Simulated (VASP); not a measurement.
# Co (P6_3/mmc) in VASP: single point with PBEsol

Aim: the single point of Co with PBEsol.

Everything below comes from runs of VASP 6.6.1. Logs are shortened: lines on timing, memory, paths and dates and some standing lists are left out, and cuts for length are marked.

### 1 The cell of the first run

The structure is hexagonal, space group P6_3/mmc (No. 194). The conventional cell has a = 2.449 Å, b = 2.449 Å, c = 7.965 Å, α = 90.00°, β = 90.00°, γ = 120.00°. Co (site symmetry -3m) has 12 Co at 2.44 to 2.45 Å within 3.2 Å. Within 3.2 Å of Co (site symmetry -6m2) lie 12 Co at 2.44 to 2.45 Å.

### 2 Single point, PBEsol, collinear spin, ferromagnetic start

Contents of INCAR:

```
PREC = Accurate
ENCUT = 690
EDIFF = 1E-6
ISMEAR = 0
SIGMA = 0.1
LREAL = F
LASPH = T
NELM = 200
ALGO = Normal
ISIF = 2
LWAVE = F
LCHARG = F
ISPIN = 2
MAGMOM = 1.82 1.85 1.82 1.85
LORBIT = 11
LMAXMIX = 4
GGA = PS
NBANDS = 46
GGA_COMPAT = F
```

Contents of KPOINTS:

```
Automatic mesh
0
Gamma
  9 9 2
```

Contents of POSCAR:

```
Co
1.0
    2.4492871270      0.0000000000      0.0000000000
   -1.2246435635      2.1211448732      0.0000000000
    0.0000000000      0.0000000000      7.9647695460
Co
4
Direct
    0.0000000000      0.0000000000      0.0000000000
    0.3333333333      0.6666666667      0.2500000000
    0.0000000000      0.0000000000      0.5000000000
    0.6666666667      0.3333333333      0.7500000000
```

Potentials or basis: VASP PAW PBE potentials, release 64 (Co_sv).

Launch:

```
cat potpaw_PBE.64/Co_sv/POTCAR > POTCAR
mpirun -np 1 vasp_std > vasp.out
```

OUTCAR:

```text
PREC = Accurate
   ENCUT = 690
   EDIFF = 1E-6
   ISMEAR = 0
   LREAL = F
   LASPH = T
   NELM = 200
   ISIF = 2
   ISPIN = 2
   LORBIT = 11
   GGA = PS

 ion  position               nearest neighbor table
   1  0.000  0.000  0.000-   2 2.44   4 2.44   4 2.44   2 2.44   4 2.44   2 2.44
   2  0.333  0.667  0.250-   1 2.44   3 2.44   1 2.44   3 2.44   1 2.44   3 2.44
   3  0.000  0.000  0.500-   2 2.44   4 2.44   4 2.44   2 2.44   4 2.44   2 2.44
   4  0.667  0.333  0.750-   1 2.44   3 2.44   1 2.44   3 2.44   1 2.44   3 2.44

  LATTYP: Found a hexagonal cell.
 ALAT       =     2.4492871270
 C/A-ratio  =     3.2518725380

  Lattice vectors:

 A1 = (   2.4492871270,   0.0000000000,   0.0000000000)
 A2 = (  -1.2246435635,   2.1211448732,   0.0000000000)
 A3 = (   0.0000000000,   0.0000000000,   7.9647695460)

Analysis of symmetry for initial positions (statically):
=====================================================================
 Subroutine PRICEL returns:
 Original cell was already a primitive cell.

 Routine SETGRP: Setting up the symmetry group for a
 hexagonal supercell.

 Subroutine GETGRP returns: Found 24 space group operations
 (whereof 12 operations were pure point group operations)
 out of a pool of 24 trial point group operations.

The static configuration has the point symmetry D_3d.
 The point group associated with its full space group is D_6h.

Analysis of symmetry for dynamics (positions and initial velocities):
=====================================================================
 Subroutine PRICEL returns:
 Original cell was already a primitive cell.

 Routine SETGRP: Setting up the symmetry group for a
 hexagonal supercell.

 Subroutine GETGRP returns: Found 24 space group operations
 (whereof 12 operations were pure point group operations)
 out of a pool of 24 trial point group operations.

The dynamic configuration has the point symmetry D_3d.
 The point group associated with its full space group is D_6h.

Analysis of structural, dynamic, and magnetic symmetry:
=====================================================================
 Subroutine PRICEL returns:
 Original cell was already a primitive cell.

 Routine SETGRP: Setting up the symmetry group for a
 hexagonal supercell.

 Subroutine GETGRP returns: Found 24 space group operations
 (whereof 12 operations were pure point group operations)
 out of a pool of 24 trial point group operations.

The overall configuration has the point symmetry D_3d.
 The point group associated with its full space group is D_6h.

 Subroutine INISYM returns: Found 24 space group operations
 (whereof 12 operations are pure point group operations),
 and found     1 'primitive' translations

----------------------------------------------------------------------------------------

                                     Primitive cell

  volume of cell :      41.3793

  direct lattice vectors                    reciprocal lattice vectors
     2.449287127  0.000000000  0.000000000     0.408282063  0.235721759  0.000000000
    -1.224643563  2.121144873  0.000000000     0.000000000  0.471443517  0.000000000
     0.000000000  0.000000000  7.964769546     0.000000000  0.000000000  0.125552911

  length of vectors
     2.449287127  2.449287127  7.964769546     0.471443517  0.471443517  0.125552911

  position of ions in fractional coordinates (direct lattice)
     0.000000000  0.000000000  0.000000000
     0.333333333  0.666666667  0.250000000
     0.000000000  0.000000000  0.500000000
     0.666666667  0.333333333  0.750000000

  ion indices of the primitive-cell ions
   primitive index   ion index
                 1           1
                 2           2
                 3           3
                 4           4

----------------------------------------------------------------------------------------

 KPOINTS: Automatic mesh

Automatic generation of k-mesh.
 Grid dimensions read from file:
 generate k-points for:    9    9    2

 Generating k-lattice:

  Cartesian coordinates                     Fractional coordinates (reciprocal lattice)
     0.045364674  0.026191307  0.000000000     0.111111111 -0.000000000  0.000000000
     0.000000000  0.052382613  0.000000000     0.000000000  0.111111111  0.000000000
     0.000000000  0.000000000  0.062776455     0.000000000  0.000000000  0.500000000

  Length of vectors
     0.052382613  0.052382613  0.062776455

  Shift w.r.t. Gamma in fractional coordinates (k-lattice)
     0.000000000  0.000000000  0.000000000

 Subroutine IBZKPT returns following result:
 ===========================================

 Found     24 irreducible k-points:

 Following reciprocal coordinates:
            Coordinates               Weight
  0.000000  0.000000  0.000000      1.000000
  0.111111  0.000000  0.000000      6.000000
  0.222222 -0.000000  0.000000      6.000000
  0.333333  0.000000  0.000000      6.000000
  0.444444 -0.000000  0.000000      6.000000
  0.111111  0.111111  0.000000      6.000000
[... 16 lines left out ...]
  0.333333  0.222222  0.500000     12.000000
  0.333333  0.333333  0.500000      2.000000
   k-points           NKPTS =     24   k-points in BZ     NKDIM =     24   number of bands    NBANDS=     46
   number of dos      NEDOS =    301   number of ions     NIONS =      4
   total plane-waves  NPLWV =  40320
   dimension x,y,z NGX =    24 NGY =   24 NGZ =   70
   dimension x,y,z NGXF=    48 NGYF=   48 NGZF=  140
   ions per type =               4
   NGX,Y,Z   is equivalent  to a cutoff of  16.29, 16.29, 14.61 a.u.
   NGXF,Y,Z  is equivalent  to a cutoff of  32.58, 32.58, 29.22 a.u.
 SYSTEM =  unknown system
   PREC   = accura    normal or accurate (medium, high low for compatibility)
   ISTART =      0    job   : 0-new  1-cont  2-samecut
   ICHARG =      2    charge: 1-file 2-atom 10-const
   ISPIN  =      2    spin polarized calculation?
   LNONCOLLINEAR =      F non collinear calculations
   LSORBIT =      F    spin-orbit coupling
   LASPH  =      T    aspherical Exc in radial PAW
   ENCUT  =  690.0 eV  50.71 Ry    7.12 a.u.   5.25  5.25 17.06*2*pi/ulx,y,z
   NELM   =    200;   NELMIN=  2; NELMDL= -5     # of ELM steps
   EDIFF  = 0.1E-05   stopping-criterion for ELM
   LREAL  =      F    real-space projection
   EDIFFG = 0.1E-04   stopping-criterion for IOM
   NSW    =      0    number of steps for IOM
   IBRION =     -1    ionic relax: 0-MD 1-quasi-New 2-CG
   NFREE  =      0    steps in history (QN), initial steepest desc. (CG)
   ISIF   =      2    stress and relaxation
   ISYM   =      2    0-nonsym 1-usesym 2-fastsym
   POTIM  = 0.5000    time-step for ionic-motion
   TEBEG  =    0.0;   TEEND  =   0.0 temperature during run
   PSTRESS=    0.0 pullay stress
   NELECT =      68.0000    total number of electrons
   NUPDOWN=      -1.0000    fix difference up-down
   EMIN   =  10.00;   EMAX   =-10.00  energy-range for DOS
   EFERMI =   0.00;   METHOD = LEGACY
   ISMEAR =     0;   SIGMA  =   0.10  broadening in eV -4-tet -1-fermi 0-gaus
   EFERMI_NEDOS =   21; number of points for ismear=-14 and -15
   IALGO  =     38    algorithm
   IMIX   =      4    mixing-type and parameters
     AMIX     =   0.40;   BMIX     =  1.00
     AMIX_MAG =   1.60;   BMIX_MAG =  1.00
  volume/ion in A,a.u.               =      10.34        69.81
  Fermi-wavevector in a.u.,A,eV,Ry     =   1.931894  3.650751 50.779882  3.732216
  Thomas-Fermi vector in A             =   2.963777
   LORBIT       =     11    0 simple, 1 ext, 2 COOP (PROOUT), +10 PAW based schemes
   GGA     = PS    functional components
   LHFCALC =     F    Hartree Fock is set to
   AEXX    =    0.0000 exact exchange contribution
   IVDW    =     0    specifies the selected vdW correction
   LEPSILON=     F    determine dielectric tensor
   LRPA    =     F    only Hartree local field effects (RPA)
 spin polarized calculation
 Gauss-broadening in eV      SIGMA  =   0.10
  energy-cutoff  :      690.00
  volume of cell :       41.38
 maximum number of plane-waves:      1720
 NGX is ok and might be reduce to    24
   NGX = 11   NGY = 11   NGZ = 35

 number of electron      68.0000104 magnetization       6.1157144

 Free energy of the ion-electron system (eV)
  ---------------------------------------------------
  ext. energy  EPLUGINS =         0.00000000
  ---------------------------------------------------
  free energy    TOTEN  =       -31.22508822 eV

  energy without entropy =      -31.20300252  energy(sigma->0) =      -31.21404537

 E-fermi :  12.6568     XC(G=0): -14.4052

 val. band max:       12.6478962333   @ k =   0.0000   0.0000   0.0000
 cond. band min:      12.6633000039   @ k =   0.1111   0.1111   0.5000
 fundamental gap:      0.0154037706
 Fermi energy:        12.6567624210

 spin component 1

 k-point     1 :       0.0000    0.0000    0.0000
  band No.  band energies     occupation
      1     -83.1581      1.00000
      2     -83.1384      1.00000
      3     -83.0970      1.00000
      4     -83.0772      1.00000
      5     -46.7185      1.00000
      6     -46.5609      1.00000
[... 38 lines left out ...]
     45      35.2213      0.00000
     46      36.1642      0.00000
[... 1085 lines left out ...]
      5     -46.6167      1.00000
      6     -46.6167      1.00000
[... 38 lines left out ...]
     45      23.8831      0.00000
     46      23.8831      0.00000
 Fermi energy:        12.6567624210

 spin component 2

 k-point     1 :       0.0000    0.0000    0.0000
  band No.  band energies     occupation
      1     -81.2252      1.00000
      2     -81.1952      1.00000
      3     -81.1797      1.00000
      4     -81.1495      1.00000
      5     -44.8416      1.00000
      6     -44.6486      1.00000
[... 38 lines left out ...]
     45      35.0181      0.00000
     46      36.0247      0.00000
[... 1086 lines left out ...]
      6     -44.7489      1.00000
[... 38 lines left out ...]
     45      24.4847      0.00000
     46      24.4847      0.00000

------------------------ aborting loop because EDIFF is reached ----------------------------------------

  FORCE on cell =-STRESS in cart. coord.  units (eV):
  Direction    XX          YY          ZZ          XY          YZ          ZX
  --------------------------------------------------------------------------------------
  -------------------------------------------------------------------------------------
  Total       -0.2843608     -0.2843608     -0.4207658     -0.0000000     -0.0000000      0.0000000
  in kB      -11.0102477    -11.0102477    -16.2917501     -0.0000000     -0.0000000      0.0000000
  external PRESSURE =     -12.7707485 kB  Pullay stress =       0.0000000 kB

 VOLUME and BASIS-vectors are now :
 -----------------------------------------------------------------------------
  energy-cutoff  :      690.00
  volume of cell :       41.38
      direct lattice vectors                 reciprocal lattice vectors
     2.449287127  0.000000000  0.000000000     0.408282063  0.235721759  0.000000000
    -1.224643563  2.121144873  0.000000000     0.000000000  0.471443517  0.000000000
     0.000000000  0.000000000  7.964769546     0.000000000  0.000000000  0.125552911

 POSITION                                       TOTAL-FORCE (eV/Angst)
 -----------------------------------------------------------------------------------
      0.00000      0.00000      0.00000         0.000000     -0.000000      0.000000
     -0.00000      1.41410      1.99119         0.000000     -0.000000      0.000000
      0.00000      0.00000      3.98238        -0.000000     -0.000000      0.000000
      1.22464      0.70705      5.97358        -0.000000      0.000000      0.000000
 -----------------------------------------------------------------------------------
    total drift:                               -0.000000      0.000000      0.000000

  FREE ENERGIE OF THE ION-ELECTRON SYSTEM (eV)
  ---------------------------------------------------
  free  energy   TOTEN  =       -31.2250882229 eV

  energy  without entropy=      -31.2030025206  energy(sigma->0) =      -31.21404537

 total charge

# of ion       s       p       d       tot
------------------------------------------
    1        2.256   6.132   6.706  15.095
    2        2.257   6.133   6.700  15.089
    3        2.256   6.132   6.706  15.095
    4        2.257   6.133   6.700  15.089
--------------------------------------------------
tot          9.027  24.530  26.812  60.368

 magnetization (x)

# of ion       s       p       d       tot
------------------------------------------
    1       -0.006  -0.013   1.589   1.570
    2       -0.005  -0.012   1.610   1.593
    3       -0.006  -0.013   1.589   1.570
    4       -0.005  -0.012   1.610   1.593
--------------------------------------------------
tot         -0.022  -0.050   6.398   6.327
```

It took 4 min on 1 thread of AMD EPYC 7R43 (Zen 3), shared host; peak memory 0.23 GiB.

Results:

```
Free energy                                           : -31.2251 eV
Pressure                                              : -1.3 GPa
Net moment                                            : 6.12 μB per cell
Site moments                                          : Co +1.57, +1.59 (each value once) μB
Valence electrons inside the program's atomic spheres : Co 15.10, 15.09 (each value once)
```

Levels at points of the mesh, in eV from the Fermi level:
Spin up:
```tsv
k point	band 35	band 36	band 37	band 38	band 39	band 40
(0.00, 0.00, 0.00)	-1.42	-1.07	-1.07	-0.65	-0.65	-0.37
(0.00, 0.00, 0.50)	-1.57	-1.57	-0.83	-0.83	-0.83	-0.83
```
Spin down:
```tsv
k point	band 28	band 29	band 30	band 31	band 32	band 33
(0.00, 0.00, 0.00)	-0.95	-0.95	-0.89	-0.89	-0.34	-0.01
(0.00, 0.00, 0.50)	-1.17	-1.05	-1.05	-1.05	-1.05	0.19
```

Caveat: the k points lie up to 0.39 Å⁻¹ apart; the PAW data sets were made with another functional, which shifts forces and pressure a little.
